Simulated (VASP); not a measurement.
# CdWF6 (R-3) in VASP: single point with PBEsol

Aim: the single point of CdWF6 with PBEsol.

Everything below comes from runs of VASP 6.6.1. Logs are shortened: lines on timing, memory, paths and dates and some standing lists are left out, and cuts for length are marked.

**1. The cell of the first run**

It takes space group R-3 (No. 148, trigonal). Conventional cell: a = 5.152 Å, b = 5.152 Å, c = 14.107 Å, α = 90.00°, β = 90.00°, γ = 120.00°. Cd (site symmetry -3) has 6 F at 2.24 Å within 3.0 Å. Within 2.5 Å of W (site symmetry -3) lie 6 F at 1.85 Å. F (site symmetry 1) has 1 W at 1.85 Å and 1 Cd at 2.24 Å within 2.5 Å.

**2. Single point, PBEsol**

Input file POSCAR:

```
CdWF6
1.0
    2.5759183900      4.4616208200      0.0000000000
   -2.5759183900      4.4616208200      0.0000000000
    0.0000000000     -2.9744142100      4.7024742300
Cd W F
1 1 6
Direct
    0.5000000000      0.5000000000      0.5000000000
    0.0000000000      0.0000000000      0.0000000000
    0.2200000000      0.6300000000      0.7750000000
    0.9250000000      0.2200000000      0.7750000000
    0.6300000000      0.9250000000      0.7750000000
    0.7800000000      0.3700000000      0.2250000000
    0.0750000000      0.7800000000      0.2250000000
    0.3700000000      0.0750000000      0.2250000000
```

Input file INCAR.step1:

```
SYSTEM = CdWF6
PREC = Accurate
ENCUT = 520
EDIFF = 1E-7
ISMEAR = -1
SIGMA = 0.0114
LREAL = .False.
LASPH = .True.
NELM = 100
ALGO = Normal
ISIF = 2
LWAVE = .False.
LCHARG = .True.
LMAXMIX = 4
GGA = PS
NBANDS = 44
```

Input file KPOINTS.step1:

```
Automatic mesh
0
Gamma
  6 6 6
  0 0 0
```

Input file INCAR.step2:

```
SYSTEM = CdWF6
PREC = Accurate
ENCUT = 520
EDIFF = 1E-7
ISMEAR = -5
SIGMA = 0.0114
LREAL = .False.
LASPH = .True.
NELM = 100
ALGO = Normal
ISIF = 2
LWAVE = .False.
LCHARG = .False.
LMAXMIX = 4
GGA = PS
LORBIT = 11
NEDOS = 1001
ICHARG = 11
```

Input file KPOINTS.step2:

```
Automatic mesh
0
Gamma
  9 9 9
  0 0 0
```

Potentials or basis: VASP PAW PBE potentials, release 64 (Cd, W_sv, F).

Launch:

```console
$ cat potpaw_PBE.64/Cd/POTCAR potpaw_PBE.64/W_sv/POTCAR potpaw_PBE.64/F/POTCAR > POTCAR
$ cp INCAR.step1 INCAR
$ cp KPOINTS.step1 KPOINTS
$ mpirun -np 1 vasp_std > vasp.out
$ cp INCAR.step2 INCAR
$ cp KPOINTS.step2 KPOINTS
$ mpirun -np 1 vasp_std > vasp.out
```

OUTCAR:

```text
SYSTEM = CdWF6
   PREC = Accurate
   ENCUT = 520
   EDIFF = 1E-7
   ISMEAR = -5
   LREAL = .False.
   LASPH = .True.
   NELM = 100
   ISIF = 2
   GGA = PS
   LORBIT = 11
   ICHARG = 11

 ion  position               nearest neighbor table
   1  0.500  0.500  0.500-   5 2.24   8 2.24   6 2.24   3 2.24   7 2.24   4 2.24
   2  0.000  0.000  0.000-   5 1.85   8 1.85   7 1.85   4 1.85   3 1.85   6 1.85
   3  0.220  0.630  0.775-   2 1.85   1 2.24
   4  0.925  0.220  0.775-   2 1.85   1 2.24
   5  0.630  0.925  0.775-   2 1.85   1 2.24
   6  0.780  0.370  0.225-   2 1.85   1 2.24
   7  0.075  0.780  0.225-   2 1.85   1 2.24
   8  0.370  0.075  0.225-   2 1.85   1 2.24

  LATTYP: Found a trigonal (rhomboedric) cell.
 ALAT       =     5.5642073053
 COS(alpha) =     0.5713650390

  Lattice vectors:

 A1 = (   2.5759183900,   1.4872066100,   4.7024742300)
 A2 = (  -2.5759183900,   1.4872066100,   4.7024742300)
 A3 = (   0.0000000000,  -2.9744142100,   4.7024742300)

Analysis of symmetry for initial positions (statically):
=====================================================================
 Subroutine PRICEL returns:
 Original cell was already a primitive cell.

 Routine SETGRP: Setting up the symmetry group for a
 trigonal (rhombohedral) supercell.

 Subroutine GETGRP returns: Found  6 space group operations
 (whereof  6 operations were pure point group operations)
 out of a pool of 12 trial point group operations.

The static configuration has the point symmetry S_6 .

Analysis of symmetry for dynamics (positions and initial velocities):
=====================================================================
 Subroutine PRICEL returns:
 Original cell was already a primitive cell.

 Routine SETGRP: Setting up the symmetry group for a
 trigonal (rhombohedral) supercell.

 Subroutine GETGRP returns: Found  6 space group operations
 (whereof  6 operations were pure point group operations)
 out of a pool of 12 trial point group operations.

The dynamic configuration has the point symmetry S_6 .

 Subroutine INISYM returns: Found  6 space group operations
 (whereof  6 operations are pure point group operations),
 and found     1 'primitive' translations

----------------------------------------------------------------------------------------

                                     Primitive cell

  volume of cell :     108.0889

  direct lattice vectors                    reciprocal lattice vectors
     2.575918390  4.461620820  0.000000000     0.194105528  0.112066897  0.070884678
    -2.575918390  4.461620820  0.000000000    -0.194105528  0.112066897  0.070884678
     0.000000000 -2.974414210  4.702474230     0.000000000  0.000000000  0.212654010

  length of vectors
     5.151836167  5.151836167  5.564207381     0.235075696  0.235075696  0.212654010

  position of ions in fractional coordinates (direct lattice)
     0.500000000  0.500000000  0.500000000
     0.000000000  0.000000000  0.000000000
     0.220000000  0.630000000  0.775000000
     0.925000000  0.220000000  0.775000000
     0.630000000  0.925000000  0.775000000
     0.780000000  0.370000000  0.225000000
     0.075000000  0.780000000  0.225000000
     0.370000000  0.075000000  0.225000000

  ion indices of the primitive-cell ions
   primitive index   ion index
                 1           1
                 2           2
                 3           3
                 4           4
                 5           5
                 6           6
                 7           7
                 8           8

----------------------------------------------------------------------------------------

 KPOINTS: Automatic mesh

Automatic generation of k-mesh.
 Grid dimensions read from file:
 generate k-points for:    9    9    9

 Generating k-lattice:

  Cartesian coordinates                     Fractional coordinates (reciprocal lattice)
     0.021567281  0.012451877  0.007876075     0.111111111  0.000000000  0.000000000
    -0.021567281  0.012451877  0.007876075     0.000000000  0.111111111  0.000000000
     0.000000000  0.000000000  0.023628223     0.000000000  0.000000000  0.111111111

  Length of vectors
     0.026119522  0.026119522  0.023628223

  Shift w.r.t. Gamma in fractional coordinates (k-lattice)
     0.000000000  0.000000000  0.000000000

 TETIRR: Found    711 inequivalent tetrahedra from     4374

 Subroutine IBZKPT returns following result:
 ===========================================

 Found    125 irreducible k-points:

 Following reciprocal coordinates:
            Coordinates               Weight
  0.000000  0.000000  0.000000      1.000000
  0.111111  0.000000 -0.000000      6.000000
  0.222222  0.000000 -0.000000      6.000000
  0.333333  0.000000 -0.000000      6.000000
  0.444444  0.000000 -0.000000      6.000000
  0.111111  0.111111 -0.000000      6.000000
[... 16 lines left out ...]
  0.444444  0.222222  0.000000      6.000000
 -0.222222  0.222222 -0.222222      6.000000
 [... further k-points ...]
   k-points           NKPTS =    125   k-points in BZ     NKDIM =    125   number of bands    NBANDS=     40
   number of dos      NEDOS =   1001   number of ions     NIONS =      8
   total plane-waves  NPLWV =  67200
   dimension x,y,z NGX =    40 NGY =   40 NGZ =   42
   dimension x,y,z NGXF=    80 NGYF=   80 NGZF=   84
   ions per type =               1   1   6
   NGX,Y,Z   is equivalent  to a cutoff of  12.91, 12.91, 12.55 a.u.
   NGXF,Y,Z  is equivalent  to a cutoff of  25.82, 25.82, 25.10 a.u.
 SYSTEM =  CdWF6
   PREC   = accura    normal or accurate (medium, high low for compatibility)
   ISTART =      0    job   : 0-new  1-cont  2-samecut
   ICHARG =     11    charge: 1-file 2-atom 10-const
   ISPIN  =      1    spin polarized calculation?
   LNONCOLLINEAR =      F non collinear calculations
   LSORBIT =      F    spin-orbit coupling
   LASPH  =      T    aspherical Exc in radial PAW
   ENCUT  =  520.0 eV  38.22 Ry    6.18 a.u.   9.58  9.58 10.35*2*pi/ulx,y,z
   NELM   =    100;   NELMIN=  2; NELMDL=  0     # of ELM steps
   EDIFF  = 0.1E-06   stopping-criterion for ELM
   LREAL  =      F    real-space projection
   EDIFFG = 0.1E-05   stopping-criterion for IOM
   NSW    =      0    number of steps for IOM
   IBRION =     -1    ionic relax: 0-MD 1-quasi-New 2-CG
   NFREE  =      0    steps in history (QN), initial steepest desc. (CG)
   ISIF   =      2    stress and relaxation
   ISYM   =      2    0-nonsym 1-usesym 2-fastsym
   POTIM  = 0.5000    time-step for ionic-motion
   TEBEG  =    0.0;   TEEND  =   0.0 temperature during run
   PSTRESS=    0.0 pullay stress
   NELECT =      68.0000    total number of electrons
   NUPDOWN=      -1.0000    fix difference up-down
   EMIN   =  10.00;   EMAX   =-10.00  energy-range for DOS
   EFERMI =   0.00;   METHOD = LEGACY
   ISMEAR =    -5;   SIGMA  =   0.01  broadening in eV -4-tet -1-fermi 0-gaus
   EFERMI_NEDOS =   21; number of points for ismear=-14 and -15
   IALGO  =     38    algorithm
   IMIX   =      4    mixing-type and parameters
     AMIX     =   0.40;   BMIX     =  1.00
     AMIX_MAG =   1.60;   BMIX_MAG =  1.00
  volume/ion in A,a.u.               =      13.51        91.18
  Fermi-wavevector in a.u.,A,eV,Ry     =   1.402762  2.650836 26.772755  1.967742
  Thomas-Fermi vector in A             =   2.525492
   LORBIT       =     11    0 simple, 1 ext, 2 COOP (PROOUT), +10 PAW based schemes
   GGA     = PS    functional components
   LHFCALC =     F    Hartree Fock is set to
   AEXX    =    0.0000 exact exchange contribution
   IVDW    =     0    specifies the selected vdW correction
   LEPSILON=     F    determine dielectric tensor
   LRPA    =     F    only Hartree local field effects (RPA)
 non-spin polarized calculation
 Fermi weights with tetrahedron method with Bloechl corrections
  energy-cutoff  :      520.00
  volume of cell :      108.09
 maximum number of plane-waves:      2940

 number of electron      67.9999992 magnetization

 Free energy of the ion-electron system (eV)
  ---------------------------------------------------
  ext. energy  EPLUGINS =         0.00000000
  ---------------------------------------------------
  free energy    TOTEN  =       -42.88425610 eV

  energy without entropy =      -42.88425610  energy(sigma->0) =      -42.88425610

 E-fermi :   4.1311     XC(G=0):  -9.9519

 val. band max:        4.1275860735   @ k =   0.2222   0.0000   0.2222
 cond. band min:       4.1248790251   @ k =  -0.4444   0.2222  -0.2222
 fundamental gap:     -0.0027070484
 Fermi energy:         4.1310783489

 k-point     1 :       0.0000    0.0000    0.0000
  band No.  band energies     occupation
      1     -72.8298      2.00000
      2     -37.5498      2.00000
      3     -37.4111      2.00000
      4     -37.4111      2.00000
      5     -23.1082      2.00000
      6     -22.7394      2.00000
[... 32 lines left out ...]
     39       9.6179      0.00000
     40       9.6587      0.00000

 k-point     2 :       0.1111    0.0000   -0.0000
  band No.  band energies     occupation
      1     -72.8298      2.00000
      2     -37.5498      2.00000
      3     -37.4112      2.00000
      4     -37.4111      2.00000
      5     -23.0899      2.00000
      6     -22.7388      2.00000
[... 32 lines left out ...]
     39       9.3283      0.00000
     40       9.8160      0.00000

 k-point     3 :       0.2222    0.0000   -0.0000
  band No.  band energies     occupation
      1     -72.8298      2.00000
      2     -37.5498      2.00000
      3     -37.4117      2.00000
      4     -37.4112      2.00000
      5     -23.0419      2.00000
      6     -22.7369      2.00000
[... 32 lines left out ...]
     39       9.0392      0.00000
     40       9.6189      0.00000

 k-point     4 :       0.3333    0.0000   -0.0000
  band No.  band energies     occupation
      1     -72.8298      2.00000
      2     -37.5498      2.00000
      3     -37.4123      2.00000
      4     -37.4114      2.00000
      5     -22.9837      2.00000
      6     -22.7323      2.00000
[... 32 lines left out ...]
     39       8.8558      0.00000
     40       9.5004      0.00000
[... 772 lines left out ...]
     39       9.2324      0.00000
     40       9.9313      0.00000

 k-point    23 :       0.4444    0.2222    0.0000
  band No.  band energies     occupation
      1     -72.8298      2.00000
      2     -37.5499      2.00000
      3     -37.4123      2.00000
      4     -37.4117      2.00000
      5     -22.9505      2.00000
      6     -22.7353      2.00000
[... 32 lines left out ...]
     39       8.7418      0.00000
     40       9.1040      0.00000

 k-point    24 :      -0.2222    0.2222   -0.2222
  band No.  band energies     occupation
      1     -72.8298      2.00000
      2     -37.5499      2.00000
      3     -37.4123      2.00000
      4     -37.4117      2.00000
      5     -22.9407      2.00000
      6     -22.7445      2.00000
[... 32 lines left out ...]
     39       8.8753      0.00000
     40       9.6682      0.00000

 [... further k-points ...]

------------------------ aborting loop because EDIFF is reached ----------------------------------------

  FORCE on cell =-STRESS in cart. coord.  units (eV):
  Direction    XX          YY          ZZ          XY          YZ          ZX
  --------------------------------------------------------------------------------------
  -------------------------------------------------------------------------------------
  Total       14.4867119     14.4867073     16.5948456     -0.0000002     -0.0000012     -0.0000000
  in kB      214.7332164    214.7331483    245.9815987     -0.0000033     -0.0000173     -0.0000000
  external PRESSURE =     225.1493212 kB  Pullay stress =       0.0000000 kB

 VOLUME and BASIS-vectors are now :
 -----------------------------------------------------------------------------
  energy-cutoff  :      520.00
  volume of cell :      108.09
      direct lattice vectors                 reciprocal lattice vectors
     2.575918390  4.461620820  0.000000000     0.194105528  0.112066897  0.070884678
    -2.575918390  4.461620820  0.000000000    -0.194105528  0.112066897  0.070884678
     0.000000000 -2.974414210  4.702474230     0.000000000  0.000000000  0.212654010

 POSITION                                       TOTAL-FORCE (eV/Angst)
 -----------------------------------------------------------------------------------
      0.00000      2.97441      2.35124         0.000000      0.000000      0.000000
      0.00000      0.00000      0.00000         0.000000      0.000000      0.000000
     -1.05613      1.48721      3.64442         2.094121     -0.430878     -1.549768
      1.81602      2.80338      3.64442        -0.673910      2.029001     -1.549768
     -0.75990      4.63265      3.64442        -1.420212     -1.598123     -1.549768
      1.05613      4.46162      1.05806        -2.094121      0.430878      1.549768
     -1.81602      3.14544      1.05806         0.673910     -2.029001      1.549768
      0.75990      1.31618      1.05806         1.420212      1.598123      1.549768
 -----------------------------------------------------------------------------------
    total drift:                               -0.000000     -0.000000      0.000000

  FREE ENERGIE OF THE ION-ELECTRON SYSTEM (eV)
  ---------------------------------------------------
  free  energy   TOTEN  =       -42.8842561032 eV

  energy  without entropy=      -42.8842561032  energy(sigma->0) =      -42.88425610

 total charge

# of ion       s       p       d       tot
------------------------------------------
    1        0.403   0.188   9.668  10.259
    2        2.354   6.527   3.374  12.255
    3        1.745   4.370   0.000   6.114
    4        1.745   4.370   0.000   6.114
    5        1.745   4.370   0.000   6.114
    6        1.745   4.370   0.000   6.114
    7        1.745   4.370   0.000   6.114
    8        1.745   4.370   0.000   6.114
--------------------------------------------------
tot         13.225  32.932  13.042  59.199
```

It took 7.1 min on 1 thread of AMD EPYC 9R45 (Zen 5), shared host; peak memory 0.54 GiB.

Results:

| Property | Result |
| --- | --- |
| Valence electrons inside the program's atomic spheres | Cd 10.26; W 12.26; F 6.11 |

Caveat: the PAW data sets were made with another functional, which shifts forces and pressure a little; spin-orbit coupling is left out, which moves the levels of the heavy elements; tetrahedron occupations give inexact forces and stress in metals.
